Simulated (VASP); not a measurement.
# LiCl in VASP: a series of runs

LiCl is run at these levels: PBE, r2SCAN; tasks: single point.

All numbers are computed with VASP 6.6.1; they aren't measurements. Logs are shortened: lines on timing, memory, paths and dates and some standing lists are left out, and cuts for length are marked.

**1. The cell of the first run**

The typed cell holds 12 atoms: a = 6.794 Å, b = 6.796 Å, c = 6.791 Å, α = 89.98°, β = 89.15°, γ = 90.26°.

**2. Single point, PBE**

INCAR

```
ALGO = Normal
EDIFF = 1E-6
ENCUT = 520
GGA = PE
ISIF = 2
ISMEAR = 0
LASPH = T
LCHARG = F
LREAL = F
LWAVE = F
NBANDS = 42
NELM = 80
PREC = Accurate
SIGMA = 0.1
```

KPOINTS

```
k-points
0
Gamma
  2 2 2
```

POSCAR

```
LiCl
1.0
    6.7935464101     -0.0156394738      0.0507455468
   -0.0157859441      6.7960817750      0.0010354794
    0.0496946749      0.0009957903      6.7911405779
Li Cl
6 6
Direct
    0.7497669500      0.4994386996      0.0021558102
    0.5003873670     -0.0006411042      0.7490183975
   -0.0011030704      0.7499860384      0.5003813927
    0.0011015238      0.2500494539      0.5006809837
    0.2501302967      0.5005050882     -0.0009731028
    0.4998108613      0.0007707036      0.2492433227
    0.5016128296      0.7499275640     -0.0001098757
    0.7500293727      0.9999316948      0.4962193899
    0.0023345838      0.4999672328      0.7507139120
    0.2496423695      1.0002614465      0.5025978870
   -0.0021838626      0.5002123487      0.2505543798
    0.4984707784      0.2495908340     -0.0004824970
```

Potentials or basis: VASP PAW PBE potentials, release 64 (Li_sv, Cl).

Command:

```console
$ cat potpaw_PBE.64/Li_sv/POTCAR potpaw_PBE.64/Cl/POTCAR > POTCAR
$ mpirun -np 1 vasp_std > vasp.out
```

OUTCAR:

```text
EDIFF = 1E-6
   ENCUT = 520
   GGA = PE
   ISIF = 2
   ISMEAR = 0
   LASPH = T
   LREAL = F
   NELM = 80
   PREC = Accurate

 ion  position               nearest neighbor table
   1  0.750  0.499  0.002-   7 2.40  11 2.40  12 2.40   9 2.40
   2  0.500  0.999  0.749-   8 2.40   7 2.40  10 2.41  12 2.41
   3  0.999  0.750  0.500-  11 2.40  10 2.40   8 2.40   9 2.40
   4  0.001  0.250  0.501-  10 2.40   9 2.40   8 2.40  11 2.40
   5  0.250  0.501  0.999-   9 2.40   7 2.40  11 2.40  12 2.40
   6  0.500  0.001  0.249-  12 2.39  10 2.40   7 2.40   8 2.41
   7  0.502  0.750  1.000-   5 2.40   1 2.40   6 2.40   2 2.40
   8  0.750  1.000  0.496-   2 2.40   3 2.40   4 2.40   6 2.41
   9  0.002  0.500  0.751-   5 2.40   4 2.40   1 2.40   3 2.40
  10  0.250  0.000  0.503-   4 2.40   6 2.40   3 2.40   2 2.41
  11  0.998  0.500  0.251-   3 2.40   1 2.40   5 2.40   4 2.40
  12  0.498  0.250  1.000-   6 2.39   1 2.40   5 2.40   2 2.41

  LATTYP: Found a triclinic cell.
 ALAT       =    11.7282863343
 B/A-ratio  =     0.5794623352
 C/A-ratio  =     0.5790549682
 COS(alpha) =     0.0002819894
 COS(beta)  =     0.5706533645
 COS(gamma) =     0.5823039092

  Lattice vectors:

 A1 = (   6.7596376793,  -6.8127170391,  -6.7414305105)
 A2 = (   0.0157859441,  -6.7960817750,  -0.0010354794)
 A3 = (  -0.0496946749,  -0.0009957903,  -6.7911405779)

Analysis of symmetry for initial positions (statically):
=====================================================================
 Subroutine PRICEL returns:
 Original cell was already a primitive cell.

 Routine SETGRP: Setting up the symmetry group for a
 triclinic supercell.

 Subroutine GETGRP returns: Found  1 space group operations
 (whereof  1 operations were pure point group operations)
 out of a pool of  2 trial point group operations.

The static configuration has the point symmetry C_1 .

Analysis of symmetry for dynamics (positions and initial velocities):
=====================================================================
 Subroutine PRICEL returns:
 Original cell was already a primitive cell.

 Routine SETGRP: Setting up the symmetry group for a
 triclinic supercell.

 Subroutine GETGRP returns: Found  1 space group operations
 (whereof  1 operations were pure point group operations)
 out of a pool of  2 trial point group operations.

The dynamic configuration has the point symmetry C_1 .

 Subroutine INISYM returns: Found  1 space group operations
 (whereof  1 operations are pure point group operations),
 and found     1 'primitive' translations

----------------------------------------------------------------------------------------

                                     Primitive cell

  volume of cell :     313.5247

  direct lattice vectors                    reciprocal lattice vectors
     6.793546410 -0.015639474  0.050745547     0.147207358  0.000342098 -0.001077251
    -0.015785944  6.796081775  0.001035479     0.000338922  0.147144400 -0.000024056
     0.049694675  0.000995790  6.791140578    -0.001100032 -0.000024992  0.147258723

  length of vectors
     6.793753935  6.796100188  6.791322471     0.147211697  0.147144792  0.147262834

  position of ions in fractional coordinates (direct lattice)
     0.749766950  0.499438700  0.002155810
     0.500387367  0.999358896  0.749018398
     0.998896930  0.749986038  0.500381393
     0.001101524  0.250049454  0.500680984
     0.250130297  0.500505088  0.999026897
     0.499810861  0.000770704  0.249243323
     0.501612830  0.749927564  0.999890124
     0.750029373  0.999931695  0.496219390
     0.002334584  0.499967233  0.750713912
     0.249642370  0.000261446  0.502597887
     0.997816137  0.500212349  0.250554380
     0.498470778  0.249590834  0.999517503

  ion indices of the primitive-cell ions
   primitive index   ion index
                 1           1
                 2           2
                 3           3
                 4           4
                 5           5
                 6           6
                 7           7
                 8           8
                 9           9
                10          10
                11          11
                12          12

----------------------------------------------------------------------------------------

 KPOINTS: k-points

Automatic generation of k-mesh.
 Grid dimensions read from file:
 generate k-points for:    2    2    2

 Generating k-lattice:

  Cartesian coordinates                     Fractional coordinates (reciprocal lattice)
     0.073603679  0.000171049 -0.000538625     0.500000000  0.000000000  0.000000000
     0.000169461  0.073572200 -0.000012028    -0.000000000  0.500000000  0.000000000
    -0.000550016 -0.000012496  0.073629362    -0.000000000 -0.000000000  0.500000000

  Length of vectors
     0.073605848  0.073572396  0.073631417

  Shift w.r.t. Gamma in fractional coordinates (k-lattice)
     0.000000000  0.000000000  0.000000000

 Subroutine IBZKPT returns following result:
 ===========================================

 Found      8 irreducible k-points:

 Following reciprocal coordinates:
            Coordinates               Weight
  0.000000  0.000000  0.000000      1.000000
  0.500000 -0.000000  0.000000      1.000000
  0.000000  0.500000  0.000000      1.000000
  0.500000  0.500000  0.000000      1.000000
 -0.000000  0.000000  0.500000      1.000000
  0.500000 -0.000000  0.500000      1.000000
 -0.000000  0.500000  0.500000      1.000000
  0.500000  0.500000  0.500000      1.000000
   k-points           NKPTS =      8   k-points in BZ     NKDIM =      8   number of bands    NBANDS=     42
   number of dos      NEDOS =    301   number of ions     NIONS =     12
   total plane-waves  NPLWV = 157464
   dimension x,y,z NGX =    54 NGY =   54 NGZ =   54
   dimension x,y,z NGXF=   108 NGYF=  108 NGZF=  108
   ions per type =               6   6
   NGX,Y,Z   is equivalent  to a cutoff of  13.21, 13.21, 13.22 a.u.
   NGXF,Y,Z  is equivalent  to a cutoff of  26.43, 26.42, 26.44 a.u.
 SYSTEM =  unknown system
   PREC   = accura    normal or accurate (medium, high low for compatibility)
   ISTART =      0    job   : 0-new  1-cont  2-samecut
   ICHARG =      2    charge: 1-file 2-atom 10-const
   ISPIN  =      1    spin polarized calculation?
   LNONCOLLINEAR =      F non collinear calculations
   LSORBIT =      F    spin-orbit coupling
   LASPH  =      T    aspherical Exc in radial PAW
   ENCUT  =  520.0 eV  38.22 Ry    6.18 a.u.  12.63 12.64 12.63*2*pi/ulx,y,z
   NELM   =     80;   NELMIN=  2; NELMDL= -5     # of ELM steps
   EDIFF  = 0.1E-05   stopping-criterion for ELM
   LREAL  =      F    real-space projection
   EDIFFG = 0.1E-04   stopping-criterion for IOM
   NSW    =      0    number of steps for IOM
   IBRION =     -1    ionic relax: 0-MD 1-quasi-New 2-CG
   NFREE  =      0    steps in history (QN), initial steepest desc. (CG)
   ISIF   =      2    stress and relaxation
   ISYM   =      2    0-nonsym 1-usesym 2-fastsym
   POTIM  = 0.5000    time-step for ionic-motion
   TEBEG  =    0.0;   TEEND  =   0.0 temperature during run
   PSTRESS=    0.0 pullay stress
   NELECT =      60.0000    total number of electrons
   NUPDOWN=      -1.0000    fix difference up-down
   EMIN   =  10.00;   EMAX   =-10.00  energy-range for DOS
   EFERMI =   0.00;   METHOD = LEGACY
   ISMEAR =     0;   SIGMA  =   0.10  broadening in eV -4-tet -1-fermi 0-gaus
   EFERMI_NEDOS =   21; number of points for ismear=-14 and -15
   IALGO  =     38    algorithm
   IMIX   =      4    mixing-type and parameters
     AMIX     =   0.40;   BMIX     =  1.00
     AMIX_MAG =   1.60;   BMIX_MAG =  1.00
  volume/ion in A,a.u.               =      26.13       176.31
  Fermi-wavevector in a.u.,A,eV,Ry     =   0.943412  1.782790 12.109537  0.890026
  Thomas-Fermi vector in A             =   2.071117
   LORBIT       =      0    0 simple, 1 ext, 2 COOP (PROOUT), +10 PAW based schemes
   GGA     = PE    functional components
   LHFCALC =     F    Hartree Fock is set to
   AEXX    =    0.0000 exact exchange contribution
   IVDW    =     0    specifies the selected vdW correction
   LEPSILON=     F    determine dielectric tensor
   LRPA    =     F    only Hartree local field effects (RPA)
 non-spin polarized calculation
 Gauss-broadening in eV      SIGMA  =   0.10
  energy-cutoff  :      520.00
  volume of cell :      313.52
 maximum number of plane-waves:      8462
 NGX is ok and might be reduce to    54
   NGX = 25   NGY = 25   NGZ = 25

 number of electron      60.0000061 magnetization

 Free energy of the ion-electron system (eV)
  ---------------------------------------------------
  ext. energy  EPLUGINS =         0.00000000
  ---------------------------------------------------
  free energy    TOTEN  =       -44.21671066 eV

  energy without entropy =      -44.21671066  energy(sigma->0) =      -44.21671066

 E-fermi :  -1.7178     XC(G=0):  -6.5609

 val. band max:       -2.1702519553   @ k =   0.0000   0.0000   0.0000
 cond. band min:       3.1713266234   @ k =   0.0000   0.0000   0.0000
 fundamental gap:      5.3415785787
 Fermi energy:        -1.7178183721

 k-point     1 :       0.0000    0.0000    0.0000
  band No.  band energies     occupation
      1     -45.4463      2.00000
      2     -45.4452      2.00000
      3     -45.4447      2.00000
      4     -45.4429      2.00000
      5     -45.4423      2.00000
      6     -45.4395      2.00000
[... 34 lines left out ...]
     41       7.1045      0.00000
     42       7.1409      0.00000
[... 274 lines left out ...]
      2     -45.4441      2.00000
      3     -45.4441      2.00000
      4     -45.4439      2.00000
      5     -45.4431      2.00000
      6     -45.4398      2.00000
[... 34 lines left out ...]
     41       7.3462      0.00000
     42       7.3483      0.00000

------------------------ aborting loop because EDIFF is reached ----------------------------------------

  FORCE on cell =-STRESS in cart. coord.  units (eV):
  Direction    XX          YY          ZZ          XY          YZ          ZX
  --------------------------------------------------------------------------------------
  -------------------------------------------------------------------------------------
  Total       -0.2719285     -0.2816562     -0.2530596      0.0197459     -0.0064638     -0.0788377
  in kB       -1.3896119     -1.4393225     -1.2931877      0.1009057     -0.0330314     -0.4028772
  external PRESSURE =      -1.3740407 kB  Pullay stress =       0.0000000 kB

 VOLUME and BASIS-vectors are now :
 -----------------------------------------------------------------------------
  energy-cutoff  :      520.00
  volume of cell :      313.52
      direct lattice vectors                 reciprocal lattice vectors
     6.793546410 -0.015639474  0.050745547     0.147207358  0.000342098 -0.001077251
    -0.015785944  6.796081775  0.001035479     0.000338922  0.147144400 -0.000024056
     0.049694675  0.000995790  6.791140578    -0.001100032 -0.000024992  0.147258723

 POSITION                                       TOTAL-FORCE (eV/Angst)
 -----------------------------------------------------------------------------------
      5.08580      3.38250      0.05320         0.002676      0.001483     -0.007382
      3.42085      6.78464      5.11312        -0.009180      0.003796      0.007111
      6.79908      5.08184      3.44963         0.003612     -0.000069     -0.000332
      0.02842      1.69984      3.40051        -0.005417      0.002599     -0.003547
      1.74102      3.39856      6.79774         0.000754     -0.003518      0.004284
      3.40786     -0.00233      1.71801         0.003573     -0.009640      0.006333
      3.44558      5.08972      6.81663        -0.002351     -0.002064     -0.000482
      5.10423      6.78438      3.40899        -0.000419     -0.000893      0.000970
      0.04527      3.39853      5.09884        -0.004208      0.000926     -0.007125
      1.72093     -0.00163      3.42588         0.008290     -0.000750      0.003498
      6.78327      3.38413      1.75270         0.000983     -0.003260      0.002696
      3.43212      1.68944      6.81342         0.001689      0.011390     -0.006024
 -----------------------------------------------------------------------------------
    total drift:                                0.000008     -0.000003     -0.000049

  FREE ENERGIE OF THE ION-ELECTRON SYSTEM (eV)
  ---------------------------------------------------
  free  energy   TOTEN  =       -44.2167106571 eV

  energy  without entropy=      -44.2167106571  energy(sigma->0) =      -44.21671066
```

It took 87 s on 1 thread of Oxide Virtual Turin-like, shared host; peak memory 0.39 GiB.

Results:

| Quantity | Value |
| --- | --- |
| Free energy | -44.2167 eV |
| Largest force | 0.013 eV/Å |
| Band gap on the k mesh | 5.34 eV |

Forces in eV/Å, atoms in the order of the input:
```
Li   0.003  0.001 -0.007
Li  -0.009  0.004  0.007
Li   0.004  0.000  0.000
Li  -0.005  0.003 -0.004
Li   0.001 -0.004  0.004
Li   0.004 -0.010  0.006
Cl  -0.002 -0.002  0.000
Cl   0.000 -0.001  0.001
Cl  -0.004  0.001 -0.007
Cl   0.008 -0.001  0.003
Cl   0.001 -0.003  0.003
Cl   0.002  0.011 -0.006
```

Caveat: the k points lie up to 0.46 Å⁻¹ apart; the cutoff is under 1.25 times the usual one of these potentials, so pressure, stress and relaxed cells hold a basis-set (Pulay) error.

**3. Single point, PBE**

This run uses another cell than the first one, of 26.00 Å³/atom.

INCAR

```
  ALGO = Normal
  EDIFF = 1E-6
  ENCUT = 520
  GGA = PE
  ISIF = 2
  ISMEAR = 0
  LASPH = T
  LCHARG = F
  LREAL = F
  LWAVE = F
  NBANDS = 42
  NELM = 60
  PREC = Accurate
  SIGMA = 0.02
```

KPOINTS

```
k-points
0
Gamma
  4 4 4
```

POSCAR

```
LiCl
1.0
    6.7822671339      0.0000000000      0.0000000000
    0.0000000000      6.7822671339      0.0000000000
    0.0000000000      0.0000000000      6.7822671339
Li Cl
6 6
Direct
    0.7500000000      0.5000000000      0.0000000000
    0.5000000000      0.0000000000      0.7500000000
    0.0000000000      0.7500000000      0.5000000000
    0.0000000000      0.2500000000      0.5000000000
    0.2500000000      0.5000000000      0.0000000000
    0.5000000000      0.0000000000      0.2500000000
    0.5000000000      0.7500000000      0.0000000000
    0.7500000000      0.0000000000      0.5000000000
    0.0000000000      0.5000000000      0.7500000000
    0.2500000000      0.0000000000      0.5000000000
    0.0000000000      0.5000000000      0.2500000000
    0.5000000000      0.2500000000      0.0000000000
```

Potentials or basis: VASP PAW PBE potentials, release 64 (Li_sv, Cl).

Command:

```console
$ cat potpaw_PBE.64/Li_sv/POTCAR potpaw_PBE.64/Cl/POTCAR > POTCAR
$ mpirun -np 1 vasp_std > vasp.out
```

It took 1.9 min on 1 thread of Oxide Virtual Turin-like, shared host; peak memory 0.34 GiB.

The run converged. Its results:

| Item | Value |
| --- | --- |
| Free energy | -44.2357 eV |
| Band gap on the k mesh | 5.36 eV |

Levels at points of the mesh, in eV from the valence-band top:
| k point | band 28 | band 29 | band 30 | band 31 | band 32 | band 33 |
| --- | --- | --- | --- | --- | --- | --- |
| (0.00, 0.00, 0.00) | 0.00 | 0.00 | 0.00 | 5.36 | 7.38 | 7.89 |
| (0.50, 0.00, 0.00) | -0.58 | -0.01 | -0.01 | 6.36 | 6.36 | 7.86 |
| (0.50, 0.50, 0.00) | -0.59 | -0.54 | -0.02 | 6.75 | 6.97 | 6.97 |
| (0.50, 0.50, 0.50) | -0.74 | -0.74 | -0.74 | 7.69 | 7.69 | 7.83 |

Caveat: the cutoff is under 1.25 times the usual one of these potentials, so pressure, stress and relaxed cells hold a basis-set (Pulay) error. A k mesh can miss the band edges.

**4. Single point, PBE**

This run uses another cell than the first one, of 26.00 Å³/atom.

INCAR

```
SYSTEM = LiCl
  ALGO = Normal
  EDIFF = 1E-6
  ENCUT = 520
  GGA = PE
  ISIF = 2
  ISMEAR = 0
  LASPH = .True.
  LCHARG = .False.
  LREAL = .False.
  LWAVE = .False.
  NBANDS = 42
  NELM = 60
  PREC = Accurate
  SIGMA = 0.01
```

KPOINTS

```
k-points
0
Gamma
  4 4 4
  0 0 0
```

POSCAR is that of step 3.

Command:

```console
$ cat potpaw_PBE.64/Li_sv/POTCAR potpaw_PBE.64/Cl/POTCAR > POTCAR
$ mpirun -np 1 vasp_std > vasp.out
```

It took 1.9 min on 1 thread of Oxide Virtual Turin-like, shared host; peak memory 0.34 GiB.

Results (log left out):

```yaml
Free_energy: -44.2357 eV
Band_gap_on_the_k_mesh: 5.36 eV
```

Levels at points of the mesh, in eV from the valence-band top:
```tsv
k point	band 28	band 29	band 30	band 31	band 32	band 33
(0.00, 0.00, 0.00)	0.00	0.00	0.00	5.36	7.38	7.89
(0.50, 0.00, 0.00)	-0.58	-0.01	-0.01	6.36	6.36	7.86
(0.50, 0.50, 0.00)	-0.59	-0.54	-0.02	6.75	6.97	6.97
(0.50, 0.50, 0.50)	-0.74	-0.74	-0.74	7.69	7.69	7.83
```

Caveat: the cutoff is under 1.25 times the usual one of these potentials, so pressure, stress and relaxed cells hold a basis-set (Pulay) error.

(Continued in part 2 of 2.)
